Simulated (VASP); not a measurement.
The system is Al2Cu.

```xyz
6
Lattice="-3.0335 3.0335 2.4385 3.0335 -3.0335 2.4385 3.0335 3.0335 -2.4385" Properties=species:S:1:pos:R:3 pbc="T T T"
Al    3.9927    0.9592    0.0000
Al    2.0743    0.9592    2.4385
Al   -0.9592    2.0743    2.4385
Al    0.9592    2.0743    0.0000
Cu    0.0000    0.0000    3.6578
Cu    0.0000    0.0000    1.2192
```

* Program: VASP 6.6.1
* Task: relaxation of cell and atoms
* Functional: PBEsol
* Potentials or basis: VASP PAW PBE potentials, release 64 (Al, Cu)
* Cutoff: 600 eV
* k mesh: 10 × 10 × 10
* Occupations: gaussian, width 0.1 eV
* Spin: no spin polarisation

At the start: pressure -3.2 GPa; volume 14.96 Å³/atom.

Question: Where does the relaxation end?

Answer: Over 8 steps the energy falls by 5.4 meV/atom and the volume is 14.49 Å³/atom (-3.2 %); space group I4/mcm (No. 140, to 0.1 Å) before and after.

Step by step:
```
step  energy change (eV)  largest force (eV/Å)  pressure (GPa)  volume (Å³)
   1              0.0000                0.0969           -3.23        89.76
   2             -0.0275                0.0331            1.22        85.89
   3             -0.0313                0.0506           -0.03        86.83
   4             -0.0313                0.0495            0.15        86.77
   5             -0.0317                0.0307            0.17        86.79
   6             -0.0320                0.0052            0.13        86.82
   7             -0.0321                0.0011           -0.09        87.01
   8             -0.0321                0.0015            0.00        86.92
```

Final structure:
```xyz
6
Lattice="-2.9991 2.9991 2.4160 2.9991 -2.9991 2.4160 2.9991 2.9991 -2.4160" Properties=species:S:1:pos:R:3 pbc="T T T"
Al    3.9550    0.9559    0.0000
Al    2.0432    0.9559    2.4160
Al   -0.9559    2.0432    2.4160
Al    0.9559    2.0432    0.0000
Cu    0.0000    0.0000    3.6240
Cu    0.0000    0.0000    1.2080
```

Caveat: the PAW data sets were made with another functional, which shifts forces and pressure a little.
